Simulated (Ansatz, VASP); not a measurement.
# InBi2B: VASP beside Ansatz

POSCAR

```
InBi2B
1.0
    4.2590991629      0.0000000000      0.0000000000
    0.0000000000      4.2590991629      0.0000000000
    0.0000000000      0.0000000000      6.4173869610
B Bi In
1 2 1
Direct
    0.0000000000      0.0000000000      0.0000000000
    0.0000000000      0.5000000000      0.2012669018
    0.5000000000      0.0000000000      0.7987330982
    0.5000000000      0.5000000000      0.5000000000
```

INCAR.step1

```
ALGO     = Normal         # electronic algorithm
EDIFF    = 1E-4           # SCF threshold, eV
ENCUT    = 520            # plane-wave cutoff, eV
GGA      = PE             # functional
ISMEAR   = -1             # smearing method
LASPH    = T              # aspherical terms in the spheres
LCHARG   = F              # write CHGCAR
LREAL    = F              # projectors in reciprocal space
LWAVE    = T              # write WAVECAR
NBANDS   = 31             # bands
NELM     = 60             # most SCF steps
PREC     = Accurate       # precision mode
SIGMA    = 0.02           # smearing width, eV
```

Contents of INCAR.step2:

```
ALGO     = Normal         # electronic algorithm
EDIFF    = 1E-7           # SCF threshold, eV
ENCUT    = 520            # plane-wave cutoff, eV
ISIF     = 2              # what is computed and relaxed
ISMEAR   = -1             # smearing method
ISTART   = 1            
LASPH    = T              # aspherical terms in the spheres
LCHARG   = T              # write CHGCAR
LELF     = T              # ELF
LMIXTAU  = T            
LREAL    = F              # projectors in reciprocal space
LVHAR    = T            
LWAVE    = F              # write WAVECAR
METAGGA  = R2SCAN         # meta-GGA
NBANDS   = 31             # bands
NELM     = 60             # most SCF steps
PREC     = Accurate       # precision mode
SIGMA    = 0.02           # smearing width, eV
```

Contents of KPOINTS:

```
k-points
0
Gamma
  6 6 4
```

Input for Ansatz:

```yaml
crystal:
  lattice:
    - [4.2590991629, 0.0, 0.0]
    - [0.0, 4.2590991629, 0.0]
    - [0.0, 0.0, 6.417386961]
  atoms:
    - { symbol: B, position: [0.0, 0.0, 0.0] }
    - { symbol: Bi, position: [0.0, 0.5, 0.2012669018] }
    - { symbol: In, position: [0.5, 0.5, 0.5] }
    - { symbol: Bi, position: [0.5, 0.0, 0.7987330982] }
kpoints:
  mp_grid: { grid: [6, 6, 4] }
  band_path:
    path:
      - [0.0, 0.0, 0.0]
      - [0.0, 0.5, 0.0]
      - [0.5, 0.5, 0.0]
      - [0.0, 0.0, 0.5]
      - [0.0, 0.5, 0.5]
      - [0.5, 0.5, 0.5]
      - [0.05, 0.5, 0.5]
    npoints: 1
hamiltonian:
  xc: r2scan
scf:
  occupations: { method: fermi_dirac, width: 0.02 }
  n_extra_bands: 5
output:
  forces: true
  stress: true
  eigenvalues: true
```

Alike in both runs: task single point; functional r2SCAN; k mesh 6 × 6 × 4; occupations fermi-dirac, width 0.02 eV; no spin polarisation.

```csv
,VASP,Ansatz
version,VASP 6.6.1,Ansatz 0.2.0
potentials or method,"VASP PAW PBE potentials, release 64 (B, Bi_d, In_d)","plane waves, PAW"
plane-wave cutoff (eV),520,500
valence electrons in the cell,46,46
```

```tsv
	VASP	Ansatz	Ansatz less VASP
pressure (GPa)	0.0	0.0	+0.03
```

VASP's potentials were made for PBE, not for r2SCAN. The functional is the same, so the differences come from potentials, cutoffs and numerics.

Neither program's run includes spin-orbit coupling.
